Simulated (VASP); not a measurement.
# PbS (Galena) (Fm-3m) in VASP: a series of runs

Runs on PbS (Galena). Level: PBE+D3(BJ). Tasks: single point.

Everything below comes from runs of VASP 6.6.1. Logs are shortened: lines on timing, memory, paths and dates and some standing lists are left out, and cuts for length are marked.

## Step 1: The cell of the first run

The structure is cubic, space group Fm-3m (No. 225). Conventional cell: a = 5.931 Å, b = 5.931 Å, c = 5.931 Å, α = 90.00°, β = 90.00°, γ = 90.00°. Within 3.9 Å of Pb (site symmetry m-3m) lie 6 S at 2.97 Å. S (site symmetry m-3m) has 6 Pb at 2.97 Å within 3.9 Å.

## Step 2: Single point, PBE+D3(BJ)

The input, INCAR:

```
SYSTEM = PbS
ALGO     = Normal         ! electronic algorithm
EDIFF    = 1E-6           ! SCF threshold, eV
ENCUT    = 500            ! plane-wave cutoff, eV
GGA      = PE             ! functional
GGA_COMPAT= .False.      
ISIF     = 2              ! what is computed and relaxed
ISMEAR   = 0              ! smearing method
IVDW     = 12             ! dispersion correction
LASPH    = .True.         ! aspherical terms in the spheres
LCHARG   = .True.         ! write CHGCAR
LELF     = .True.         ! ELF
LREAL    = .False.        ! projectors in reciprocal space
LVHAR    = .True.       
LWAVE    = .False.        ! write WAVECAR
NBANDS   = 17             ! bands
NELM     = 120            ! most SCF steps
PREC     = Accurate       ! precision mode
SIGMA    = 0.01           ! smearing width, eV
```

The input, KPOINTS:

```
k-points
0
Gamma
  3 3 3
  0 0 0
```

The input, POSCAR:

```
PbS
1.0
    0.0000000000      2.9657500000      2.9657500000
    2.9657500000      0.0000000000      2.9657500000
    2.9657500000      2.9657500000      0.0000000000
Pb S
1 1
Direct
    0.0000000000      0.0000000000      0.0000000000
    0.5000000000      0.5000000000      0.5000000000
```

Potentials or basis: VASP PAW PBE potentials, release 64 (Pb_d, S).

Run with:

```console
$ cat potpaw_PBE.64/Pb_d/POTCAR potpaw_PBE.64/S/POTCAR > POTCAR
$ mpirun -np 1 vasp_std > vasp.out
```

OUTCAR:

```text
SYSTEM = PbS
   EDIFF = 1E-6
   ENCUT = 500
   GGA = PE
   ISIF = 2
   ISMEAR = 0
   IVDW = 12
   LASPH = .True.
   LREAL = .False.
   NELM = 120
   PREC = Accurate
 IVDW          = 12

 ion  position               nearest neighbor table
   1  0.000  0.000  0.000-   2 2.97   2 2.97   2 2.97   2 2.97   2 2.97   2 2.97
   2  0.500  0.500  0.500-   1 2.97   1 2.97   1 2.97   1 2.97   1 2.97   1 2.97

  LATTYP: Found a face centered cubic cell.
 ALAT       =     5.9315000000

  Lattice vectors:

 A1 = (   0.0000000000,   2.9657500000,   2.9657500000)
 A2 = (   2.9657500000,   0.0000000000,   2.9657500000)
 A3 = (   2.9657500000,   2.9657500000,   0.0000000000)

Analysis of symmetry for initial positions (statically):
=====================================================================
 Subroutine PRICEL returns:
 Original cell was already a primitive cell.

 Routine SETGRP: Setting up the symmetry group for a
 face centered cubic supercell.

 Subroutine GETGRP returns: Found 48 space group operations
 (whereof 48 operations were pure point group operations)
 out of a pool of 48 trial point group operations.

The static configuration has the point symmetry O_h .

Analysis of symmetry for dynamics (positions and initial velocities):
=====================================================================
 Subroutine PRICEL returns:
 Original cell was already a primitive cell.

 Routine SETGRP: Setting up the symmetry group for a
 face centered cubic supercell.

 Subroutine GETGRP returns: Found 48 space group operations
 (whereof 48 operations were pure point group operations)
 out of a pool of 48 trial point group operations.

The dynamic configuration has the point symmetry O_h .

 Subroutine INISYM returns: Found 48 space group operations
 (whereof 48 operations are pure point group operations),
 and found     1 'primitive' translations

----------------------------------------------------------------------------------------

                                     Primitive cell

  volume of cell :      52.1715

  direct lattice vectors                    reciprocal lattice vectors
     0.000000000  2.965750000  2.965750000    -0.168591419  0.168591419  0.168591419
     2.965750000  0.000000000  2.965750000     0.168591419 -0.168591419  0.168591419
     2.965750000  2.965750000  0.000000000     0.168591419  0.168591419 -0.168591419

  length of vectors
     4.194203873  4.194203873  4.194203873     0.292008903  0.292008903  0.292008903

  position of ions in fractional coordinates (direct lattice)
     0.000000000  0.000000000  0.000000000
     0.500000000  0.500000000  0.500000000

  ion indices of the primitive-cell ions
   primitive index   ion index
                 1           1
                 2           2

----------------------------------------------------------------------------------------

 KPOINTS: k-points

Automatic generation of k-mesh.
 Grid dimensions read from file:
 generate k-points for:    3    3    3

 Generating k-lattice:

  Cartesian coordinates                     Fractional coordinates (reciprocal lattice)
    -0.056197140  0.056197140  0.056197140     0.333333333  0.000000000  0.000000000
     0.056197140 -0.056197140  0.056197140     0.000000000  0.333333333  0.000000000
     0.056197140  0.056197140 -0.056197140     0.000000000  0.000000000  0.333333333

  Length of vectors
     0.097336301  0.097336301  0.097336301

  Shift w.r.t. Gamma in fractional coordinates (k-lattice)
     0.000000000  0.000000000  0.000000000

 Subroutine IBZKPT returns following result:
 ===========================================

 Found      4 irreducible k-points:

 Following reciprocal coordinates:
            Coordinates               Weight
  0.000000  0.000000  0.000000      1.000000
  0.333333  0.000000  0.000000      8.000000
  0.333333  0.333333  0.000000      6.000000
 -0.333333  0.333333  0.000000     12.000000
   k-points           NKPTS =      4   k-points in BZ     NKDIM =      4   number of bands    NBANDS=     17
   number of dos      NEDOS =    301   number of ions     NIONS =      2
   total plane-waves  NPLWV =  32768
   dimension x,y,z NGX =    32 NGY =   32 NGZ =   32
   dimension x,y,z NGXF=    64 NGYF=   64 NGZF=   64
   ions per type =               1   1
   NGX,Y,Z   is equivalent  to a cutoff of  12.68, 12.68, 12.68 a.u.
   NGXF,Y,Z  is equivalent  to a cutoff of  25.37, 25.37, 25.37 a.u.
 SYSTEM =  PbS
   PREC   = accura    normal or accurate (medium, high low for compatibility)
   ISTART =      0    job   : 0-new  1-cont  2-samecut
   ICHARG =      2    charge: 1-file 2-atom 10-const
   ISPIN  =      1    spin polarized calculation?
   LNONCOLLINEAR =      F non collinear calculations
   LSORBIT =      F    spin-orbit coupling
   LASPH  =      T    aspherical Exc in radial PAW
   ENCUT  =  500.0 eV  36.75 Ry    6.06 a.u.   7.65  7.65  7.65*2*pi/ulx,y,z
   NELM   =    120;   NELMIN=  2; NELMDL= -5     # of ELM steps
   EDIFF  = 0.1E-05   stopping-criterion for ELM
   LREAL  =      F    real-space projection
   EDIFFG = 0.1E-04   stopping-criterion for IOM
   NSW    =      0    number of steps for IOM
   IBRION =     -1    ionic relax: 0-MD 1-quasi-New 2-CG
   NFREE  =      0    steps in history (QN), initial steepest desc. (CG)
   ISIF   =      2    stress and relaxation
   ISYM   =      2    0-nonsym 1-usesym 2-fastsym
   POTIM  = 0.5000    time-step for ionic-motion
   TEBEG  =    0.0;   TEEND  =   0.0 temperature during run
   PSTRESS=    0.0 pullay stress
   NELECT =      20.0000    total number of electrons
   NUPDOWN=      -1.0000    fix difference up-down
   EMIN   =  10.00;   EMAX   =-10.00  energy-range for DOS
   EFERMI =   0.00;   METHOD = LEGACY
   ISMEAR =     0;   SIGMA  =   0.01  broadening in eV -4-tet -1-fermi 0-gaus
   EFERMI_NEDOS =   21; number of points for ismear=-14 and -15
   IALGO  =     38    algorithm
   IMIX   =      4    mixing-type and parameters
     AMIX     =   0.40;   BMIX     =  1.00
     AMIX_MAG =   1.60;   BMIX_MAG =  1.00
  volume/ion in A,a.u.               =      26.09       176.04
  Fermi-wavevector in a.u.,A,eV,Ry     =   1.189251  2.247359 19.242973  1.414319
  Thomas-Fermi vector in A             =   2.325363
   LORBIT       =      0    0 simple, 1 ext, 2 COOP (PROOUT), +10 PAW based schemes
   GGA     = PE    functional components
   LHFCALC =     F    Hartree Fock is set to
   AEXX    =    0.0000 exact exchange contribution
   IVDW    =    12    specifies the selected vdW correction
   LEPSILON=     F    determine dielectric tensor
   LRPA    =     F    only Hartree local field effects (RPA)
 non-spin polarized calculation
 Gauss-broadening in eV      SIGMA  =   0.01
  energy-cutoff  :      500.00
  volume of cell :       52.17
 maximum number of plane-waves:      1363
 NGX is ok and might be reduce to    30
   NGX = 15   NGY = 15   NGZ = 15

 number of electron      19.9999998 magnetization

 Free energy of the ion-electron system (eV)
  ---------------------------------------------------
  ext. energy  EPLUGINS =         0.00000000
  ---------------------------------------------------
  free energy    TOTEN  =        -8.87078556 eV

  energy without entropy =       -8.87078556  energy(sigma->0) =       -8.87078556

 E-fermi :   5.1934     XC(G=0):  -9.7009

 val. band max:        5.0560033845   @ k =   0.3333   0.0000   0.0000
 cond. band min:       7.2730381283   @ k =   0.3333   0.0000   0.0000
 fundamental gap:      2.2170347439
 Fermi energy:         5.1934233558

 k-point     1 :       0.0000    0.0000    0.0000
  band No.  band energies     occupation
      1     -11.0302      2.00000
      2     -11.0302      2.00000
      3     -11.0302      2.00000
      4     -11.0153      2.00000
      5     -11.0153      2.00000
      6      -7.8125      2.00000
[... 9 lines left out ...]
     16      12.5339      0.00000
     17      14.4616      0.00000

 k-point     2 :       0.3333    0.0000    0.0000
  band No.  band energies     occupation
      1     -11.0413      2.00000
      2     -11.0413      2.00000
      3     -11.0274      2.00000
      4     -10.9927      2.00000
      5     -10.9927      2.00000
      6      -6.9923      2.00000
[... 9 lines left out ...]
     16      14.5429      0.00000
     17      18.0552      0.00000

 k-point     3 :       0.3333    0.3333    0.0000
  band No.  band energies     occupation
      1     -11.1181      2.00000
      2     -11.0492      2.00000
      3     -10.9959      2.00000
      4     -10.9851      2.00000
      5     -10.9851      2.00000
      6      -6.6811      2.00000
[... 9 lines left out ...]
     16      16.7503      0.00000
     17      17.2127      0.00000

 k-point     4 :      -0.3333    0.3333    0.0000
  band No.  band energies     occupation
      1     -11.1066      2.00000
      2     -11.0199      2.00000
      3     -11.0181      2.00000
      4     -10.9969      2.00000
      5     -10.9834      2.00000
      6      -6.2372      2.00000
[... 9 lines left out ...]
     16      16.0067      0.00000
     17      17.7058      0.00000

------------------------ aborting loop because EDIFF is reached ----------------------------------------

 Edisp (eV)   -0.69439

 E8    (eV) :    -0.3127

  FORCE on cell =-STRESS in cart. coord.  units (eV):
  Direction    XX          YY          ZZ          XY          YZ          ZX
  --------------------------------------------------------------------------------------
  -------------------------------------------------------------------------------------
  Total      -0.34574    -0.34574    -0.34574     0.00000     0.00000    -0.00000
  in kB     -10.61774   -10.61774   -10.61774     0.00000     0.00000    -0.00000
  external pressure =      -10.62 kB  Pullay stress =        0.00 kB

 VOLUME and BASIS-vectors are now :
 -----------------------------------------------------------------------------
  energy-cutoff  :      500.00
  volume of cell :       52.17
      direct lattice vectors                 reciprocal lattice vectors
     0.000000000  2.965750000  2.965750000    -0.168591419  0.168591419  0.168591419
     2.965750000  0.000000000  2.965750000     0.168591419 -0.168591419  0.168591419
     2.965750000  2.965750000  0.000000000     0.168591419  0.168591419 -0.168591419

 POSITION                                       TOTAL-FORCE (eV/Angst)
 -----------------------------------------------------------------------------------
      0.00000      0.00000      0.00000         0.000000      0.000000      0.000000
      2.96575      2.96575      2.96575         0.000000     -0.000000     -0.000000
 -----------------------------------------------------------------------------------
    total drift:                                0.000000     -0.000000     -0.000000

  FREE ENERGIE OF THE ION-ELECTRON SYSTEM (eV)
  ---------------------------------------------------
  free  energy   TOTEN  =        -9.5651765584 eV

  energy  without entropy=       -9.5651765584  energy(sigma->0) =       -9.56517656
```

It took 8.3 s on 1 thread of Intel Xeon Platinum 8488C (Sapphire Rapids), shared host; peak memory 0.18 GiB.

Results:

* Free energy: -9.5652 eV
* Pressure: -1.1 GPa
* Dispersion energy per atom: -0.347 eV

Caveat: the k points lie up to 0.61 Å⁻¹ apart; this odd mesh misses L, where the gap lies, so gap, dielectric constants and Born charges aren't listed; spin-orbit coupling is left out, which moves the levels of the heavy elements.

## Step 3: Single point, PBE+D3(BJ)

The input, INCAR:

```
ALGO     = Normal         # electronic algorithm
EDIFF    = 1E-6           # SCF threshold, eV
ENCUT    = 500            # plane-wave cutoff, eV
GGA      = PE             # functional
GGA_COMPAT= False        
ISIF     = 2              # what is computed and relaxed
ISMEAR   = 0              # smearing method
IVDW     = 12             # dispersion correction
LASPH    = True           # aspherical terms in the spheres
LCHARG   = True           # write CHGCAR
LELF     = True           # ELF
LREAL    = False          # projectors in reciprocal space
LVHAR    = True         
LWAVE    = False          # write WAVECAR
NBANDS   = 17             # bands
NELM     = 120            # most SCF steps
PREC     = Accurate       # precision mode
SIGMA    = 0.01           # smearing width, eV
```

The input, KPOINTS:

```
k-points
0
Gamma
  3 3 3
```

POSCAR is that of step 2.

Potentials or basis: VASP PAW PBE potentials, release 64 (Pb_d, S).

Run with:

```console
$ cat potpaw_PBE.64/Pb_d/POTCAR potpaw_PBE.64/S/POTCAR > POTCAR
$ mpirun -np 1 vasp_std > vasp.out
```

Run time: 6.8 s. Hardware: 1 thread of Intel Xeon Platinum 8488C (Sapphire Rapids), shared host; peak memory 0.18 GiB.

The run converged. Its results:

```
Free energy                : -9.5652 eV
Pressure                   : -1.1 GPa
Dispersion energy per atom : -0.347 eV
```

Levels at points of the mesh, in eV from the Fermi level:
| k point | band 6 | band 7 | band 8 | band 9 | band 10 | band 11 | band 12 | band 13 | band 14 | band 15 |
| --- | --- | --- | --- | --- | --- | --- | --- | --- | --- | --- |
| (0.00, 0.00, 0.00) | -13.01 | -5.43 | -1.58 | -1.58 | -1.58 | 5.83 | 5.83 | 5.83 | 7.34 | 7.34 |

Caveat: the k points lie up to 0.61 Å⁻¹ apart; this odd mesh misses L, where the gap lies, so gap, dielectric constants and Born charges aren't listed; spin-orbit coupling is left out, which moves the levels of the heavy elements.
